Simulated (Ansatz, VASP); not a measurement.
**Two plane-wave programs on InSb**

```
In Sb
1.0
     3.81018    0.09897    0.09897
     0.09897    3.81018    0.09897
     0.09897    0.09897    3.81018
In Sb
1 1
Direct
  0.00000 0.00000 0.00000
  0.50000 0.50000 0.50000
```

Alike in both runs: task single point; functional PBE; dispersion D3(BJ); k mesh 14 × 14 × 14; occupations gaussian, width 0.15 eV; no spin polarisation.

|  | VASP | Ansatz |
| --- | --- | --- |
| version | VASP 6.6.1 | Ansatz 0.2.0 |
| potentials or method | VASP PAW PBE potentials, release 64 (In_d, Sb), cutoff 520 eV | scalar-relativistic, plane waves, PAW |
| valence electrons in the cell | 18 | 28 |

|  | VASP | Ansatz | Ansatz less VASP |
| --- | --- | --- | --- |
| gap on the k mesh at the Fermi level (eV) | none | none | - |
| pressure (GPa) | -2.3 | -2.3 | +0.06 |
| traceless stress, the component that is largest in VASP (GPa) | -0.44 | -0.44 | +0.002 |

A gap of «none» marks a metal or a gap that the smearing closes. VASP's potentials hold 18 valence electrons a cell and Ansatz's 28, so a difference there can come from the potentials and not from the codes.

Neither program's run includes spin-orbit coupling.
